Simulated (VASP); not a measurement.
# LiBeF3 (Amm2) in VASP: a series of runs

Runs on LiBeF3. Level: PBE. Tasks: single point.

Everything below comes from runs of VASP 6.6.1. Logs are shortened: lines on timing, memory, paths and dates and some standing lists are left out, and cuts for length are marked.

## 1. The cell of the first run

It takes space group Amm2 (No. 38, orthorhombic). The conventional cell has a = 2.718 Å, b = 5.139 Å, c = 7.444 Å, α = 90.00°, β = 90.00°, γ = 90.00°. Li (site symmetry mm2) has 5 F at 1.88 to 1.90 Å within 2.5 Å. Be (site symmetry mm2) has 4 F at 1.51 to 1.61 Å within 2.0 Å. F (site symmetry mm2) has 2 Be at 1.61 Å and 1 Li at 1.90 Å within 2.1 Å. F (site symmetry m) has 1 Be at 1.51 Å and 2 Li at 1.88 Å within 2.0 Å.

## 2. Single point, PBE (10.40 Å³/atom)

File INCAR:

```
SYSTEM = LiBeF3
  PREC = Accurate
  ENCUT = 520
  EDIFF = 1E-6
  ISMEAR = 0
  SIGMA = 0.02
  LREAL = .FALSE.
  LASPH = .TRUE.
  NELM = 80
  ALGO = Normal
  ISIF = 2
  LWAVE = .FALSE.
  LCHARG = .FALSE.
  GGA = PE
  NBANDS = 21
```

File KPOINTS:

```
Automatic mesh
0
G
  8 6 6
  0 0 0
```

File POSCAR:

```
LiBeF3
1.0
    2.7182782443      0.0000000000      0.0000000000
    0.0000000000      2.5693077834      3.7220560967
    0.0000000000     -2.5693077834      3.7220560967
Li Be F
1 1 3
Direct
    0.5000000000      0.6833141626      0.6833141626
    0.0000000000      0.0547772758      0.0547772758
    0.5000000000      0.9386357876      0.9386357876
    0.0000000000      0.9119734470      0.4108295469
    0.0000000000      0.4108295469      0.9119734470
```

Potentials or basis: VASP PAW PBE potentials, release 64 (Li_sv, Be, F).

Started as:

```console
> cat potpaw_PBE.64/Li_sv/POTCAR potpaw_PBE.64/Be/POTCAR potpaw_PBE.64/F/POTCAR > POTCAR
> mpirun -np 1 vasp_std > vasp.out
```

OUTCAR:

```text
SYSTEM = LiBeF3
   PREC = Accurate
   ENCUT = 520
   EDIFF = 1E-6
   ISMEAR = 0
   LREAL = .FALSE.
   LASPH = .TRUE.
   NELM = 80
   ISIF = 2
   GGA = PE

 ion  position               nearest neighbor table
   1  0.500  0.683  0.683-   4 1.88   5 1.88   4 1.88   5 1.88   3 1.90
   2  0.000  0.055  0.055-   4 1.51   5 1.51   3 1.61   3 1.61
   3  0.500  0.939  0.939-   2 1.61   2 1.61   1 1.90
   4  0.000  0.912  0.411-   2 1.51   1 1.88   1 1.88
   5  0.000  0.411  0.912-   2 1.51   1 1.88   1 1.88

  LATTYP: Found a base centered orthorhombic cell.
 ALAT       =     5.1386155668
 B/A-ratio  =     1.4486610443
 C/A-ratio  =     0.5289903884

  Lattice vectors:

 A1 = (   0.0000000000,   2.5693077834,  -3.7220560967)
 A2 = (   0.0000000000,   2.5693077834,   3.7220560967)
 A3 = (   2.7182782443,   0.0000000000,   0.0000000000)

Analysis of symmetry for initial positions (statically):
=====================================================================
 Subroutine PRICEL returns:
 Original cell was already a primitive cell.

 Routine SETGRP: Setting up the symmetry group for a
 base centered orthorhombic supercell.

 Subroutine GETGRP returns: Found  4 space group operations
 (whereof  4 operations were pure point group operations)
 out of a pool of  8 trial point group operations.

The static configuration has the point symmetry C_2v.

Analysis of symmetry for dynamics (positions and initial velocities):
=====================================================================
 Subroutine PRICEL returns:
 Original cell was already a primitive cell.

 Routine SETGRP: Setting up the symmetry group for a
 base centered orthorhombic supercell.

 Subroutine GETGRP returns: Found  4 space group operations
 (whereof  4 operations were pure point group operations)
 out of a pool of  8 trial point group operations.

The dynamic configuration has the point symmetry C_2v.

 Subroutine INISYM returns: Found  4 space group operations
 (whereof  4 operations are pure point group operations),
 and found     1 'primitive' translations

----------------------------------------------------------------------------------------

                                     Primitive cell

  volume of cell :      51.9904

  direct lattice vectors                    reciprocal lattice vectors
     2.718278244  0.000000000  0.000000000     0.367879926  0.000000000  0.000000000
     0.000000000  2.569307783  3.722056097     0.000000000  0.194604945  0.134334354
     0.000000000 -2.569307783  3.722056097     0.000000000 -0.194604945  0.134334354

  length of vectors
     2.718278244  4.522725293  4.522725293     0.367879926  0.236467341  0.236467341

  position of ions in fractional coordinates (direct lattice)
     0.500000000  0.683314163  0.683314163
     0.000000000  0.054777276  0.054777276
     0.500000000  0.938635788  0.938635788
     0.000000000  0.911973447  0.410829547
     0.000000000  0.410829547  0.911973447

  ion indices of the primitive-cell ions
   primitive index   ion index
                 1           1
                 2           2
                 3           3
                 4           4
                 5           5

----------------------------------------------------------------------------------------

 KPOINTS: Automatic mesh

Automatic generation of k-mesh.
 Grid dimensions read from file:
 generate k-points for:    8    6    6

 Generating k-lattice:

  Cartesian coordinates                     Fractional coordinates (reciprocal lattice)
     0.045984991  0.000000000  0.000000000     0.125000000  0.000000000  0.000000000
     0.000000000  0.032434158  0.022389059     0.000000000  0.166666667 -0.000000000
     0.000000000 -0.032434158  0.022389059     0.000000000 -0.000000000  0.166666667

  Length of vectors
     0.045984991  0.039411223  0.039411223

  Shift w.r.t. Gamma in fractional coordinates (k-lattice)
     0.000000000  0.000000000  0.000000000

 Subroutine IBZKPT returns following result:
 ===========================================

 Found     65 irreducible k-points:

 Following reciprocal coordinates:
            Coordinates               Weight
  0.000000  0.000000  0.000000      1.000000
  0.125000  0.000000  0.000000      2.000000
  0.250000  0.000000  0.000000      2.000000
  0.375000  0.000000  0.000000      2.000000
  0.500000  0.000000  0.000000      1.000000
  0.000000  0.166667  0.000000      4.000000
[... 16 lines left out ...]
  0.250000  0.166667  0.166667      4.000000
  0.375000  0.166667  0.166667      4.000000
 [... further k-points ...]
   k-points           NKPTS =     65   k-points in BZ     NKDIM =     65   number of bands    NBANDS=     21
   number of dos      NEDOS =    301   number of ions     NIONS =      5
   total plane-waves  NPLWV =  25920
   dimension x,y,z NGX =    20 NGY =   36 NGZ =   36
   dimension x,y,z NGXF=    40 NGYF=   72 NGZF=   72
   ions per type =               1   1   3
   NGX,Y,Z   is equivalent  to a cutoff of  12.23, 13.23, 13.23 a.u.
   NGXF,Y,Z  is equivalent  to a cutoff of  24.46, 26.47, 26.47 a.u.
 SYSTEM =  LiBeF3
   PREC   = accura    normal or accurate (medium, high low for compatibility)
   ISTART =      0    job   : 0-new  1-cont  2-samecut
   ICHARG =      2    charge: 1-file 2-atom 10-const
   ISPIN  =      1    spin polarized calculation?
   LNONCOLLINEAR =      F non collinear calculations
   LSORBIT =      F    spin-orbit coupling
   LASPH  =      T    aspherical Exc in radial PAW
   ENCUT  =  520.0 eV  38.22 Ry    6.18 a.u.   5.05  8.41  8.41*2*pi/ulx,y,z
   NELM   =     80;   NELMIN=  2; NELMDL= -5     # of ELM steps
   EDIFF  = 0.1E-05   stopping-criterion for ELM
   LREAL  =      F    real-space projection
   EDIFFG = 0.1E-04   stopping-criterion for IOM
   NSW    =      0    number of steps for IOM
   IBRION =     -1    ionic relax: 0-MD 1-quasi-New 2-CG
   NFREE  =      0    steps in history (QN), initial steepest desc. (CG)
   ISIF   =      2    stress and relaxation
   ISYM   =      2    0-nonsym 1-usesym 2-fastsym
   POTIM  = 0.5000    time-step for ionic-motion
   TEBEG  =    0.0;   TEEND  =   0.0 temperature during run
   PSTRESS=    0.0 pullay stress
   NELECT =      26.0000    total number of electrons
   NUPDOWN=      -1.0000    fix difference up-down
   EMIN   =  10.00;   EMAX   =-10.00  energy-range for DOS
   EFERMI =   0.00;   METHOD = LEGACY
   ISMEAR =     0;   SIGMA  =   0.02  broadening in eV -4-tet -1-fermi 0-gaus
   EFERMI_NEDOS =   21; number of points for ismear=-14 and -15
   IALGO  =     38    algorithm
   IMIX   =      4    mixing-type and parameters
     AMIX     =   0.40;   BMIX     =  1.00
     AMIX_MAG =   1.60;   BMIX_MAG =  1.00
  volume/ion in A,a.u.               =      10.40        70.17
  Fermi-wavevector in a.u.,A,eV,Ry     =   1.299446  2.455597 22.974259  1.688560
  Thomas-Fermi vector in A             =   2.430709
   LORBIT       =      0    0 simple, 1 ext, 2 COOP (PROOUT), +10 PAW based schemes
   GGA     = PE    functional components
   LHFCALC =     F    Hartree Fock is set to
   AEXX    =    0.0000 exact exchange contribution
   IVDW    =     0    specifies the selected vdW correction
   LEPSILON=     F    determine dielectric tensor
   LRPA    =     F    only Hartree local field effects (RPA)
 non-spin polarized calculation
 Gauss-broadening in eV      SIGMA  =   0.02
  energy-cutoff  :      520.00
  volume of cell :       51.99
 maximum number of plane-waves:      1418
   NGX = 11   NGY = 17   NGZ = 17

 number of electron      25.9999974 magnetization

 Free energy of the ion-electron system (eV)
  ---------------------------------------------------
  ext. energy  EPLUGINS =         0.00000000
  ---------------------------------------------------
  free energy    TOTEN  =       -26.66032761 eV

  energy without entropy =      -26.66032761  energy(sigma->0) =      -26.66032761

 E-fermi :  -2.2689     XC(G=0):  -8.6676

 val. band max:       -2.5142727841   @ k =   0.5000   0.5000   0.5000
 cond. band min:       5.3376011892   @ k =   0.0000   0.0000   0.0000
 fundamental gap:      7.8518739732
 Fermi energy:        -2.2688700119

 k-point     1 :       0.0000    0.0000    0.0000
  band No.  band energies     occupation
      1     -42.9123      2.00000
      2     -23.9474      2.00000
      3     -22.5425      2.00000
      4     -22.4535      2.00000
      5      -6.7197      2.00000
      6      -5.9086      2.00000
[... 13 lines left out ...]
     20      15.2898      0.00000
     21      16.6162      0.00000

 k-point     2 :       0.1250    0.0000    0.0000
  band No.  band energies     occupation
      1     -42.9072      2.00000
      2     -23.8934      2.00000
      3     -22.5390      2.00000
      4     -22.4127      2.00000
      5      -6.6721      2.00000
      6      -5.7756      2.00000
[... 13 lines left out ...]
     20      15.6106      0.00000
     21      16.4875      0.00000

 k-point     3 :       0.2500    0.0000    0.0000
  band No.  band energies     occupation
      1     -42.8948      2.00000
      2     -23.7542      2.00000
      3     -22.5381      2.00000
      4     -22.3128      2.00000
      5      -6.5741      2.00000
      6      -6.2057      2.00000
[... 13 lines left out ...]
     20      14.9673      0.00000
     21      16.3454      0.00000

 k-point     4 :       0.3750    0.0000    0.0000
  band No.  band energies     occupation
      1     -42.8824      2.00000
      2     -23.5977      2.00000
      3     -22.5519      2.00000
      4     -22.2099      2.00000
      5      -6.8323      2.00000
      6      -6.1854      2.00000
[... 13 lines left out ...]
     20      15.4188      0.00000
     21      15.5274      0.00000

 k-point     5 :       0.5000    0.0000    0.0000
  band No.  band energies     occupation
      1     -42.8773      2.00000
      2     -23.5257      2.00000
      3     -22.5643      2.00000
      4     -22.1660      2.00000
      5      -7.0055      2.00000
      6      -5.8426      2.00000
[... 13 lines left out ...]
     20      15.0305      0.00000
     21      15.7395      0.00000

 k-point     6 :       0.0000    0.1667    0.0000
  band No.  band energies     occupation
      1     -42.9122      2.00000
      2     -23.9318      2.00000
      3     -22.5495      2.00000
      4     -22.4688      2.00000
      5      -6.6140      2.00000
      6      -5.8463      2.00000
[... 13 lines left out ...]
     20      15.4098      0.00000
     21      16.5951      0.00000

 k-point     7 :       0.1250    0.1667    0.0000
  band No.  band energies     occupation
      1     -42.9071      2.00000
      2     -23.8792      2.00000
      3     -22.5420      2.00000
      4     -22.4304      2.00000
      5      -6.5755      2.00000
      6      -5.7704      2.00000
[... 13 lines left out ...]
     20      15.7295      0.00000
     21      16.6053      0.00000
[... 291 lines left out ...]
      1     -42.8771      2.00000
      2     -23.5241      2.00000
      3     -22.3902      2.00000
      4     -22.3481      2.00000
      5      -7.2379      2.00000
      6      -6.1545      2.00000
[... 13 lines left out ...]
     20      15.4480      0.00000
     21      15.5224      0.00000

 k-point    21 :       0.0000    0.1667    0.1667
  band No.  band energies     occupation
      1     -42.9122      2.00000
      2     -23.9204      2.00000
      3     -22.5748      2.00000
      4     -22.4588      2.00000
      5      -6.5850      2.00000
      6      -5.7566      2.00000
[... 13 lines left out ...]
     20      15.4206      0.00000
     21      16.4389      0.00000

 k-point    22 :       0.1250    0.1667    0.1667
  band No.  band energies     occupation
      1     -42.9071      2.00000
      2     -23.8691      2.00000
      3     -22.5674      2.00000
      4     -22.4181      2.00000
      5      -6.5712      2.00000
      6      -5.6708      2.00000
[... 13 lines left out ...]
     20      15.6514      0.00000
     21      16.4889      0.00000

 k-point    23 :       0.2500    0.1667    0.1667
  band No.  band energies     occupation
      1     -42.8948      2.00000
      2     -23.7372      2.00000
      3     -22.5553      2.00000
      4     -22.3172      2.00000
      5      -6.6421      2.00000
      6      -6.1039      2.00000
[... 13 lines left out ...]
     20      15.0957      0.00000
     21      16.3161      0.00000

 k-point    24 :       0.3750    0.1667    0.1667
  band No.  band energies     occupation
      1     -42.8824      2.00000
      2     -23.5912      2.00000
      3     -22.5548      2.00000
      4     -22.2136      2.00000
      5      -6.9878      2.00000
      6      -6.1119      2.00000
[... 13 lines left out ...]
     20      15.5634      0.00000
     21      15.5924      0.00000

 [... further k-points ...]

------------------------ aborting loop because EDIFF is reached ----------------------------------------

  FORCE on cell =-STRESS in cart. coord.  units (eV):
  Direction    XX          YY          ZZ          XY          YZ          ZX
  --------------------------------------------------------------------------------------
  -------------------------------------------------------------------------------------
  Total        2.1160696      2.1290384      2.0286366      0.0000000      0.0000000      0.0000000
  in kB       65.2105083     65.6101647     62.5161009      0.0000000      0.0000000      0.0000000
  external PRESSURE =      64.4455913 kB  Pullay stress =       0.0000000 kB

 VOLUME and BASIS-vectors are now :
 -----------------------------------------------------------------------------
  energy-cutoff  :      520.00
  volume of cell :       51.99
      direct lattice vectors                 reciprocal lattice vectors
     2.718278244  0.000000000  0.000000000     0.367879926  0.000000000  0.000000000
     0.000000000  2.569307783  3.722056097     0.000000000  0.194604945  0.134334354
     0.000000000 -2.569307783  3.722056097     0.000000000 -0.194604945  0.134334354

 POSITION                                       TOTAL-FORCE (eV/Angst)
 -----------------------------------------------------------------------------------
      1.35914      0.00000      5.08667         0.000000      0.000000      0.016394
      0.00000      0.00000      0.40777         0.000000      0.000000     -0.024338
      1.35914      0.00000      6.98731         0.000000      0.000000     -0.026531
      0.00000      1.28759      4.92355         0.000000     -0.029064      0.017237
      0.00000     -1.28759      4.92355         0.000000      0.029064      0.017237
 -----------------------------------------------------------------------------------
    total drift:                               -0.000000      0.000001      0.003037

  FREE ENERGIE OF THE ION-ELECTRON SYSTEM (eV)
  ---------------------------------------------------
  free  energy   TOTEN  =       -26.6603276134 eV

  energy  without entropy=      -26.6603276134  energy(sigma->0) =      -26.66032761
```

It took 42 s on 1 thread of AMD EPYC 9R45 (Zen 5), shared host; peak memory 0.17 GiB.

Results:

| Item | Value |
| --- | --- |
| Free energy | -26.6603 eV |
| Largest force | 0.034 eV/Å |
| Band gap on the k mesh | 7.85 eV (least direct gap 7.87 eV) |

Forces in eV/Å, atoms in the order of the input:
```
Li   0.000  0.000  0.016
Be   0.000  0.000 -0.024
F    0.000  0.000 -0.027
F    0.000 -0.029  0.017
F    0.000  0.029  0.017
```

Levels at points of the mesh, in eV from the valence-band top:
| k point | band 11 | band 12 | band 13 | band 14 | band 15 | band 16 |
| --- | --- | --- | --- | --- | --- | --- |
| (0.00, 0.00, 0.00) | -0.27 | -0.03 | -0.02 | 7.85 | 12.08 | 13.68 |
| (0.50, 0.00, 0.00) | -1.31 | -0.87 | -0.10 | 12.70 | 12.83 | 14.26 |
| (0.00, 0.50, 0.00) | -0.34 | -0.27 | -0.13 | 9.70 | 10.68 | 12.81 |
| (0.50, 0.50, 0.00) | -0.78 | -0.76 | -0.55 | 12.69 | 13.06 | 14.29 |
| (0.00, 0.50, 0.50) | -0.42 | -0.22 | -0.04 | 10.06 | 11.69 | 13.16 |
| (0.50, 0.50, 0.50) | -0.73 | -0.70 | 0.00 | 12.11 | 13.32 | 14.12 |

Caveat: the cutoff is under 1.25 times the usual one of these potentials, so pressure, stress and relaxed cells hold a basis-set (Pulay) error. A k mesh can miss the band edges.

## 3. Single point, PBE (10.75 Å³/atom)

This run uses another cell than the first one, of 10.75 Å³/atom.

File INCAR:

```
SYSTEM = LiBeF3
  PREC = Accurate
  ENCUT = 520
  EDIFF = 1E-7
  ISMEAR = 0
  SIGMA = 0.02
  LREAL = .FALSE.
  LASPH = .TRUE.
  NELM = 80
  ALGO = Normal
  ISIF = 2
  LWAVE = .FALSE.
  LCHARG = .TRUE.
  GGA = PE
  LELF = .TRUE.
  LVHAR = .TRUE.
  NBANDS = 21
```

File KPOINTS:

```
regular mesh
0
G
  8 6 6
  0 0 0
```

File POSCAR:

```
LiBeF3
1.0
    2.7294644614      0.0000000000      0.0000000000
    0.0000000000      2.5788798380      3.8189425524
    0.0000000000     -2.5788798380      3.8189425524
Li Be F
1 1 3
Direct
    0.5000000000      0.6874315853      0.6874315853
    0.0000000000      0.0545627313      0.0545627313
    0.5000000000      0.9397937781      0.9397937781
    0.0000000000      0.9097964893      0.4079456359
    0.0000000000      0.4079456359      0.9097964893
```

Potentials or basis: VASP PAW PBE potentials, release 64 (Li_sv, Be, F).

Started as:

```console
> cat potpaw_PBE.64/Li_sv/POTCAR potpaw_PBE.64/Be/POTCAR potpaw_PBE.64/F/POTCAR > POTCAR
> mpirun -np 1 vasp_std > vasp.out
```

Wall time 48 s (1 thread of AMD EPYC 9R45 (Zen 5), shared host); peak memory 0.17 GiB.

The run converged. Its results:

```
Free energy            : -26.7232 eV
Largest force          : 0.037 eV/Å
Band gap on the k mesh : 7.77 eV (least direct gap 7.80 eV)
```

Forces on the atoms (eV/Å):
```
Li   0.000  0.000  0.016
Be   0.000  0.000 -0.026
F    0.000  0.000 -0.026
F    0.000 -0.033  0.018
F    0.000  0.033  0.018
```

Levels at points of the mesh, in eV from the valence-band top:
| k point | band 9 | band 10 | band 11 | band 12 | band 13 | band 14 | band 15 | band 16 | band 17 | band 18 |
| --- | --- | --- | --- | --- | --- | --- | --- | --- | --- | --- |
| (0.00, 0.00, 0.00) | -0.82 | -0.68 | -0.29 | -0.05 | -0.03 | 7.77 | 11.93 | 13.55 | 14.57 | 15.49 |
| (0.50, 0.00, 0.00) | -1.86 | -1.64 | -1.27 | -0.87 | -0.08 | 12.57 | 12.71 | 14.09 | 15.67 | 16.38 |
| (0.00, 0.50, 0.00) | -1.67 | -1.05 | -0.39 | -0.27 | -0.14 | 9.62 | 10.45 | 12.64 | 15.93 | 16.35 |
| (0.50, 0.50, 0.00) | -2.02 | -1.57 | -0.82 | -0.73 | -0.56 | 12.62 | 12.92 | 14.11 | 14.78 | 16.01 |
| (0.00, 0.50, 0.50) | -1.65 | -1.36 | -0.41 | -0.21 | -0.04 | 9.89 | 11.46 | 12.99 | 13.24 | 16.70 |
| (0.50, 0.50, 0.50) | -1.72 | -1.08 | -0.75 | -0.74 | 0.00 | 12.08 | 13.17 | 13.82 | 14.11 | 14.98 |

Caveat: the cutoff is under 1.25 times the usual one of these potentials, so pressure, stress and relaxed cells hold a basis-set (Pulay) error. A k mesh can miss the band edges.

(Continued in part 2 of 2.)
